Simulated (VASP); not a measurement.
Here is a VASP 6.6.1 calculation.

File INCAR:

```
SYSTEM = Au
PREC = Accurate
ENCUT = 500
EDIFF = 1E-7
ISMEAR = 0
SIGMA = 0.1
LREAL = .False.
LASPH = .True.
NELM = 120
ALGO = Normal
ISIF = 3
LWAVE = .False.
LCHARG = .False.
GGA = PS
IBRION = 2
NSW = 80
EDIFFG = -0.01
PSTRESS = 200.0
GGA_COMPAT = .False.
NELMIN = 4
```

KPOINTS

```
regular mesh
0
Gamma
  10 10 10
  0 0 0
```

POSCAR

```
Au
1.0
   -1.6572700000      1.6572700000      1.6572700000
    1.6572700000     -1.6572700000      1.6572700000
    1.6572700000      1.6572700000     -1.6572700000
Au
1
Direct
    0.0000000000      0.0000000000      0.0000000000
```

Potentials or basis: VASP PAW PBE potentials, release 64 (Au).

Run with:

```sh
$ cat potpaw_PBE.64/Au/POTCAR > POTCAR
$ mpirun -np 1 vasp_std > vasp.out
```

**Question.** Predict the space group after relaxing (to 0.1 Å).

**Answer.** Im-3m (No. 229).

**Question.** What does it give for the band gap on the k mesh?

**Answer.** Zero (an odd number of electrons rules out a gap without spin polarisation).

**Question.** Estimate the relaxed volume.

**Answer.** 15.55 Å³/atom.

**Question.** Predict the relaxed cell.

**Answer.** a = 2.724 Å, b = 2.724 Å, c = 2.724 Å, α = 109.47°, β = 109.47°, γ = 109.47°.

Step by step:
| step | energy change (eV) | largest force (eV/Å) | pressure (GPa) | volume (Å³) |
| --- | --- | --- | --- | --- |
| 1 | 0.0000 | 0.0000 | -9.83 | 18.21 |
| 2 | 3.5732 | 0.0000 | 298.55 | 10.66 |
| 3 | 0.0070 | 0.0000 | 14.75 | 15.86 |
| 4 | 0.0231 | 0.0000 | 17.45 | 15.70 |
| 5 | 0.0401 | 0.0000 | 20.05 | 15.55 |

Caveat: the cell is relaxed towards a set pressure, so the run minimises the enthalpy, not the energy; the PAW data sets were made with another functional, which shifts forces and pressure a little; spin-orbit coupling is left out, which moves the levels of the heavy elements.
